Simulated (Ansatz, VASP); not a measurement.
**TaRu2: VASP beside Ansatz**

File INCAR:

```
  PREC = Accurate
  ENCUT = 600
  EDIFF = 1E-7
  ISMEAR = 0
  SIGMA = 0.1
  LREAL = False
  LASPH = True
  NELM = 60
  ALGO = Fast
  ISIF = 3
  LWAVE = False
  LCHARG = False
  GGA = PE
  IBRION = 2
  NSW = 100
  EDIFFG = -0.01
```

The input KPOINTS:

```
Automatic mesh
0
Gamma
  12 12 18
```

The input POSCAR:

```
TaRu2
1.0
    4.6311068293      0.0000000000      0.0000000000
   -2.3155534147      4.0106561618      0.0000000000
    0.0000000000      0.0000000000      2.6839027549
Ta Ru
1 2
Direct
    0.0000000000      0.0000000000      0.0000000000
    0.3333333333      0.6666666667      0.0000000000
    0.6666666667      0.3333333333      0.0000000000
```

Input for Ansatz:

```yaml
crystal:
  lattice:
    - [4.6311068293, 0.0, 0.0]
    - [-2.3155534147, 4.0106561618, 0.0]
    - [0.0, 0.0, 2.6839027549]
  atoms:
    - { symbol: Ta, position: [0.0, 0.0, 0.0] }
    - { symbol: Ru, position: [0.3333333333, 0.6666666667, 0.0] }
    - { symbol: Ru, position: [0.6666666667, 0.3333333333, 0.0] }
basis:
  ecutwfc: 420
kpoints:
  mp_grid: { grid: [12, 12, 18] }
hamiltonian:
  xc: pbe
scf:
  occupations: { method: gaussian, width: 0.1 }
output:
  forces: true
  stress: true
  eigenvalues: true
  write_density: true
  write_potential: true
  elf: true
  volumetric_format: npy
relax:
  adjacent_minimum: "off"
  f_tol: 0.01
  max_steps: 80
  cell: { stress_tol: 0.05 }
```

Alike in both runs: task relaxation of cell and atoms; functional PBE; k mesh 12 × 12 × 18; occupations gaussian, width 0.1 eV; no spin polarisation.

```csv
,VASP,Ansatz
version,VASP 6.6.1,Ansatz 0.2.0
potentials or method,"VASP PAW PBE potentials, release 64 (Ta_pv, Ru_pv), cutoff 600 eV","scalar-relativistic, plane waves, PAW"
valence electrons in the cell,39,45
```

|  | VASP | Ansatz | Ansatz less VASP |
| --- | --- | --- | --- |
| gap on the k mesh at the Fermi level, each at its own relaxed structure (eV) | none | none | - |
| relaxed volume (Å³/atom) | 16.59 | 16.58 | -0.008 |
| relaxed cell length with the largest relative difference (Å) | 4.643 | 4.642 | -0.0011 |

A gap of «none» marks a metal or a gap that the smearing closes. VASP's potentials hold 39 valence electrons a cell and Ansatz's 45, so a difference there can come from the potentials and not from the codes.

Neither program's run includes spin-orbit coupling. Noted on VASP's run: too few bands were computed for a metal, which touches its energy and stress.
